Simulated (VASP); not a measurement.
# KRb2IrN6 (Fm-3m) in VASP: single point with r2SCAN

Aim: the single point of KRb2IrN6 with r2SCAN.

All numbers are computed with VASP 6.6.1; they aren't measurements. Logs are shortened: lines on timing, memory, paths and dates and some standing lists are left out, and cuts for length are marked.

## Step 1: The cell of the first run

It takes space group Fm-3m (No. 225, cubic). Conventional cell: a = 8.810 Å, b = 8.810 Å, c = 8.810 Å, α = 90.00°, β = 90.00°, γ = 90.00°. K (site symmetry m-3m) has 6 N at 2.43 Å within 3.2 Å. N (site symmetry 4mm) has 1 Ir at 1.97 Å and 1 K at 2.43 Å within 2.6 Å. Ir (site symmetry m-3m) has 6 N at 1.97 Å within 2.6 Å. Rb (site symmetry -43m) has 12 N at 3.12 Å and 4 K at 3.81 Å and 4 Ir at 3.81 Å within 4.1 Å.

## Step 2: Single point, r2SCAN

File POSCAR:

```
KRb2IrN6
1.0
    0.0000000000      4.4050050000      4.4050050000
    4.4050050000      0.0000000000      4.4050050000
    4.4050050000      4.4050050000      0.0000000000
K N Ir Rb
1 6 1 2
Direct
    0.5000000000      0.5000000000      0.5000000000
    0.7760000000      0.2240000000      0.2240000000
    0.2240000000      0.7760000000      0.2240000000
    0.2240000000      0.7760000000      0.7760000000
    0.7760000000      0.2240000000      0.7760000000
    0.2240000000      0.2240000000      0.7760000000
    0.7760000000      0.7760000000      0.2240000000
    0.0000000000      0.0000000000      0.0000000000
    0.2500000000      0.2500000000      0.2500000000
    0.7500000000      0.7500000000      0.7500000000
```

File INCAR.step1:

```
SYSTEM = KRb2IrN6
PREC     = Accurate       ! precision mode
ENCUT    = 520            ! plane-wave cutoff, eV
ISMEAR   = -1             ! smearing method
SIGMA    = 0.0184         ! smearing width, eV
LREAL    = .False.        ! projectors in reciprocal space
LASPH    = .True.         ! aspherical terms in the spheres
NELM     = 60             ! most SCF steps
NBANDS   = 44             ! bands
GGA      = PE             ! functional
ALGO     = Normal         ! electronic algorithm
EDIFF    = 1E-4           ! SCF threshold, eV
LWAVE    = .True.         ! write WAVECAR
LCHARG   = .False.        ! write CHGCAR
```

File INCAR.step2:

```
SYSTEM = KRb2IrN6
PREC     = Accurate       ! precision mode
ENCUT    = 520            ! plane-wave cutoff, eV
EDIFF    = 1E-6           ! SCF threshold, eV
ISMEAR   = -1             ! smearing method
SIGMA    = 0.0184         ! smearing width, eV
LREAL    = .False.        ! projectors in reciprocal space
LASPH    = .True.         ! aspherical terms in the spheres
NELM     = 60             ! most SCF steps
ALGO     = Normal         ! electronic algorithm
ISIF     = 2              ! what is computed and relaxed
LWAVE    = .False.        ! write WAVECAR
LCHARG   = .False.        ! write CHGCAR
METAGGA  = R2SCAN         ! meta-GGA
LMIXTAU  = .True.       
NBANDS   = 44             ! bands
ISTART   = 1
```

File KPOINTS:

```
regular mesh
0
Gamma
  7 7 7
  0 0 0
```

Potentials or basis: VASP PAW PBE potentials, release 64 (K_sv, N, Ir, Rb_sv).

Started as:

```
> cat potpaw_PBE.64/K_sv/POTCAR potpaw_PBE.64/N/POTCAR potpaw_PBE.64/Ir/POTCAR potpaw_PBE.64/Rb_sv/POTCAR > POTCAR
> cp INCAR.step1 INCAR
> mpirun -np 1 vasp_std > vasp.out
> cp INCAR.step2 INCAR
> mpirun -np 1 vasp_std > vasp.out
```

OUTCAR:

```text
SYSTEM = KRb2IrN6
   PREC = Accurate
   ENCUT = 520
   EDIFF = 1E-6
   ISMEAR = -1
   LREAL = .False.
   LASPH = .True.
   NELM = 60
   ISIF = 2
   METAGGA = R2SCAN
   ISTART = 1

 ion  position               nearest neighbor table
   1  0.500  0.500  0.500-   2 2.43   3 2.43   4 2.43   5 2.43   6 2.43   7 2.43   9 3.81  10 3.81
                             9 3.81   9 3.81   9 3.81  10 3.81  10 3.81  10 3.81
   2  0.776  0.224  0.224-   8 1.97   1 2.43   9 3.12  10 3.12  10 3.12   9 3.12
   3  0.224  0.776  0.224-   8 1.97   1 2.43   9 3.12  10 3.12  10 3.12   9 3.12
   4  0.224  0.776  0.776-   8 1.97   1 2.43  10 3.12   9 3.12   9 3.12  10 3.12
   5  0.776  0.224  0.776-   8 1.97   1 2.43  10 3.12   9 3.12   9 3.12  10 3.12
   6  0.224  0.224  0.776-   8 1.97   1 2.43   9 3.12  10 3.12  10 3.12   9 3.12
   7  0.776  0.776  0.224-   8 1.97   1 2.43  10 3.12   9 3.12   9 3.12  10 3.12
   8  0.000  0.000  0.000-   2 1.97   3 1.97   4 1.97   5 1.97   6 1.97   7 1.97   9 3.81  10 3.81
                            10 3.81  10 3.81  10 3.81   9 3.81   9 3.81   9 3.81
   9  0.250  0.250  0.250-   2 3.12   3 3.12   6 3.12   7 3.12   4 3.12   5 3.12   5 3.12   7 3.12
                             4 3.12   2 3.12   3 3.12   6 3.12   1 3.81   8 3.81   8 3.81   8 3.81
  10  0.750  0.750  0.750-   4 3.12   5 3.12   7 3.12   2 3.12   3 3.12   2 3.12   6 3.12   3 3.12
                             6 3.12   5 3.12   4 3.12   7 3.12   8 3.81   1 3.81   1 3.81   8 3.81

  LATTYP: Found a face centered cubic cell.
 ALAT       =     8.8100100000

  Lattice vectors:

 A1 = (   0.0000000000,   4.4050050000,   4.4050050000)
 A2 = (   4.4050050000,   0.0000000000,   4.4050050000)
 A3 = (   4.4050050000,   4.4050050000,   0.0000000000)

Analysis of symmetry for initial positions (statically):
=====================================================================
 Subroutine PRICEL returns:
 Original cell was already a primitive cell.

 Routine SETGRP: Setting up the symmetry group for a
 face centered cubic supercell.

 Subroutine GETGRP returns: Found 48 space group operations
 (whereof 48 operations were pure point group operations)
 out of a pool of 48 trial point group operations.

The static configuration has the point symmetry O_h .

Analysis of symmetry for dynamics (positions and initial velocities):
=====================================================================
 Subroutine PRICEL returns:
 Original cell was already a primitive cell.

 Routine SETGRP: Setting up the symmetry group for a
 face centered cubic supercell.

 Subroutine GETGRP returns: Found 48 space group operations
 (whereof 48 operations were pure point group operations)
 out of a pool of 48 trial point group operations.

The dynamic configuration has the point symmetry O_h .

 Subroutine INISYM returns: Found 48 space group operations
 (whereof 48 operations are pure point group operations),
 and found     1 'primitive' translations

----------------------------------------------------------------------------------------

                                     Primitive cell

  volume of cell :     170.9500

  direct lattice vectors                    reciprocal lattice vectors
     0.000000000  4.405005000  4.405005000    -0.113507249  0.113507249  0.113507249
     4.405005000  0.000000000  4.405005000     0.113507249 -0.113507249  0.113507249
     4.405005000  4.405005000  0.000000000     0.113507249  0.113507249 -0.113507249

  length of vectors
     6.229617813  6.229617813  6.229617813     0.196600323  0.196600323  0.196600323

  position of ions in fractional coordinates (direct lattice)
     0.500000000  0.500000000  0.500000000
     0.776000000  0.224000000  0.224000000
     0.224000000  0.776000000  0.224000000
     0.224000000  0.776000000  0.776000000
     0.776000000  0.224000000  0.776000000
     0.224000000  0.224000000  0.776000000
     0.776000000  0.776000000  0.224000000
     0.000000000  0.000000000  0.000000000
     0.250000000  0.250000000  0.250000000
     0.750000000  0.750000000  0.750000000

  ion indices of the primitive-cell ions
   primitive index   ion index
                 1           1
                 2           2
                 3           3
                 4           4
                 5           5
                 6           6
                 7           7
                 8           8
                 9           9
                10          10

----------------------------------------------------------------------------------------

 KPOINTS: regular mesh

Automatic generation of k-mesh.
 Grid dimensions read from file:
 generate k-points for:    7    7    7

 Generating k-lattice:

  Cartesian coordinates                     Fractional coordinates (reciprocal lattice)
    -0.016215321  0.016215321  0.016215321     0.142857143  0.000000000  0.000000000
     0.016215321 -0.016215321  0.016215321     0.000000000  0.142857143  0.000000000
     0.016215321  0.016215321 -0.016215321     0.000000000  0.000000000  0.142857143

  Length of vectors
     0.028085760  0.028085760  0.028085760

  Shift w.r.t. Gamma in fractional coordinates (k-lattice)
     0.000000000  0.000000000  0.000000000

 Subroutine IBZKPT returns following result:
 ===========================================

 Found     20 irreducible k-points:

 Following reciprocal coordinates:
            Coordinates               Weight
  0.000000  0.000000  0.000000      1.000000
  0.142857  0.000000  0.000000      8.000000
  0.285714  0.000000  0.000000      8.000000
  0.428571  0.000000  0.000000      8.000000
  0.142857  0.142857  0.000000      6.000000
  0.285714  0.142857  0.000000     24.000000
[... 12 lines left out ...]
 -0.428571  0.428571  0.142857     24.000000
 -0.285714  0.428571  0.142857     24.000000
   k-points           NKPTS =     20   k-points in BZ     NKDIM =     20   number of bands    NBANDS=     44
   number of dos      NEDOS =    301   number of ions     NIONS =     10
   total plane-waves  NPLWV = 110592
   dimension x,y,z NGX =    48 NGY =   48 NGZ =   48
   dimension x,y,z NGXF=    96 NGYF=   96 NGZF=   96
   ions per type =               1   6   1   2
   NGX,Y,Z   is equivalent  to a cutoff of  12.81, 12.81, 12.81 a.u.
   NGXF,Y,Z  is equivalent  to a cutoff of  25.62, 25.62, 25.62 a.u.
 SYSTEM =  KRb2IrN6
   PREC   = accura    normal or accurate (medium, high low for compatibility)
   ISTART =      1    job   : 0-new  1-cont  2-samecut
   ICHARG =      0    charge: 1-file 2-atom 10-const
   ISPIN  =      1    spin polarized calculation?
   LNONCOLLINEAR =      F non collinear calculations
   LSORBIT =      F    spin-orbit coupling
   LASPH  =      T    aspherical Exc in radial PAW
   ENCUT  =  520.0 eV  38.22 Ry    6.18 a.u.  11.58 11.58 11.58*2*pi/ulx,y,z
   NELM   =     60;   NELMIN=  2; NELMDL=  0     # of ELM steps
   EDIFF  = 0.1E-05   stopping-criterion for ELM
   LREAL  =      F    real-space projection
   EDIFFG = 0.1E-04   stopping-criterion for IOM
   NSW    =      0    number of steps for IOM
   IBRION =     -1    ionic relax: 0-MD 1-quasi-New 2-CG
   NFREE  =      0    steps in history (QN), initial steepest desc. (CG)
   ISIF   =      2    stress and relaxation
   ISYM   =      2    0-nonsym 1-usesym 2-fastsym
   POTIM  = 0.5000    time-step for ionic-motion
   TEBEG  =    0.0;   TEEND  =   0.0 temperature during run
   PSTRESS=    0.0 pullay stress
   NELECT =      66.0000    total number of electrons
   NUPDOWN=      -1.0000    fix difference up-down
   EMIN   =  10.00;   EMAX   =-10.00  energy-range for DOS
   EFERMI =   0.00;   METHOD = LEGACY
   ISMEAR =    -1;   SIGMA  =   0.02  broadening in eV -4-tet -1-fermi 0-gaus
   EFERMI_NEDOS =   21; number of points for ismear=-14 and -15
   IALGO  =     38    algorithm
   IMIX   =      4    mixing-type and parameters
     AMIX     =   0.40;   BMIX     =  1.00
     AMIX_MAG =   1.60;   BMIX_MAG =  1.00
  volume/ion in A,a.u.               =      17.10       115.36
  Fermi-wavevector in a.u.,A,eV,Ry     =   1.192064  2.252675 19.334119  1.421018
  Thomas-Fermi vector in A             =   2.328111
   LORBIT       =      0    0 simple, 1 ext, 2 COOP (PROOUT), +10 PAW based schemes
   METAGGA = R2SCAN    functional components
   LHFCALC =     F    Hartree Fock is set to
   AEXX    =    0.0000 exact exchange contribution
   IVDW    =     0    specifies the selected vdW correction
   LEPSILON=     F    determine dielectric tensor
   LRPA    =     F    only Hartree local field effects (RPA)
 non-spin polarized calculation
  energy-cutoff  :      520.00
  volume of cell :      170.95
 maximum number of plane-waves:      4645
   NGX = 23   NGY = 23   NGZ = 23

 number of electron      65.9999996 magnetization

 Free energy of the ion-electron system (eV)
  ---------------------------------------------------
  ext. energy  EPLUGINS =         0.00000000
  ---------------------------------------------------
  free energy    TOTEN  =      -124.91842687 eV

  energy without entropy =     -124.90504625  energy(sigma->0) =     -124.91173656

 E-fermi :   0.9056     XC(G=0): -10.1043

 val. band max:        0.8954894030   @ k =  -0.1429   0.1429   0.0000
 cond. band min:       0.9098805542   @ k =  -0.1429   0.1429   0.0000
 fundamental gap:      0.0143911512
 Fermi energy:         0.9056036805

 k-point     1 :       0.0000    0.0000    0.0000
  band No.  band energies     occupation
      1     -27.1594      2.00000
      2     -25.1981      2.00000
      3     -25.1646      2.00000
      4     -14.2227      2.00000
      5     -13.1521      2.00000
      6     -13.1521      2.00000
[... 36 lines left out ...]
     43       8.0010      0.00000
     44       8.0010      0.00000
[... 852 lines left out ...]
      4     -14.3010      2.00000
      5     -13.2967      2.00000
      6     -13.2470      2.00000
[... 36 lines left out ...]
     43       9.7563      0.00000
     44       9.9231      0.00000

------------------------ aborting loop because EDIFF is reached ----------------------------------------

  FORCE on cell =-STRESS in cart. coord.  units (eV):
  Direction    XX          YY          ZZ          XY          YZ          ZX
  --------------------------------------------------------------------------------------
  -------------------------------------------------------------------------------------
  Total       -0.2799652     -0.2799652     -0.2799652      0.0000000      0.0000000      0.0000000
  in kB       -2.6238888     -2.6238888     -2.6238888      0.0000000      0.0000000      0.0000000
  external PRESSURE =      -2.6238888 kB  Pullay stress =       0.0000000 kB

 VOLUME and BASIS-vectors are now :
 -----------------------------------------------------------------------------
  energy-cutoff  :      520.00
  volume of cell :      170.95
      direct lattice vectors                 reciprocal lattice vectors
     0.000000000  4.405005000  4.405005000    -0.113507249  0.113507249  0.113507249
     4.405005000  0.000000000  4.405005000     0.113507249 -0.113507249  0.113507249
     4.405005000  4.405005000  0.000000000     0.113507249  0.113507249 -0.113507249

 POSITION                                       TOTAL-FORCE (eV/Angst)
 -----------------------------------------------------------------------------------
      4.40501      4.40501      4.40501         0.000000     -0.000000      0.000000
      1.97344      4.40501      4.40501        -2.836814     -0.000000      0.000000
      4.40501      1.97344      4.40501         0.000000     -2.836814      0.000000
      6.83657      4.40501      4.40501         2.836814     -0.000000      0.000000
      4.40501      6.83657      4.40501         0.000000      2.836814      0.000000
      4.40501      4.40501      1.97344         0.000000     -0.000000     -2.836814
      4.40501      4.40501      6.83657         0.000000     -0.000000      2.836814
      0.00000      0.00000      0.00000         0.000000     -0.000000      0.000000
      2.20250      2.20250      2.20250         0.000000      0.000000      0.000000
      6.60751      6.60751      6.60751        -0.000000     -0.000000     -0.000000
 -----------------------------------------------------------------------------------
    total drift:                                0.000000      0.000000      0.000000

  FREE ENERGIE OF THE ION-ELECTRON SYSTEM (eV)
  ---------------------------------------------------
  free  energy   TOTEN  =      -124.9184268717 eV

  energy  without entropy=     -124.9050462506  energy(sigma->0) =     -124.91173656
```

Wall time 11 min (1 thread of AMD EPYC 7R13 (Zen 3), shared host); peak memory 0.42 GiB.

What came out:

```yaml
Free_energy: -124.9184 eV
Pressure: -0.3 GPa
Largest_force: 2.837 eV/Å
Band_gap_on_the_k_mesh: zero (bands 33 and 34 overlap by 0.34 eV)
```

Forces in eV/Å, atoms in the order of the input:
```
K    0.000  0.000  0.000
N   -2.837  0.000  0.000
N    0.000 -2.837  0.000
N    2.837  0.000  0.000
N    0.000  2.837  0.000
N    0.000  0.000 -2.837
N    0.000  0.000  2.837
Ir   0.000  0.000  0.000
Rb   0.000  0.000  0.000
Rb   0.000  0.000  0.000
```

Caveat: the PAW data sets were made with another functional, which shifts forces and pressure a little; spin-orbit coupling is left out, which moves the levels of the heavy elements.
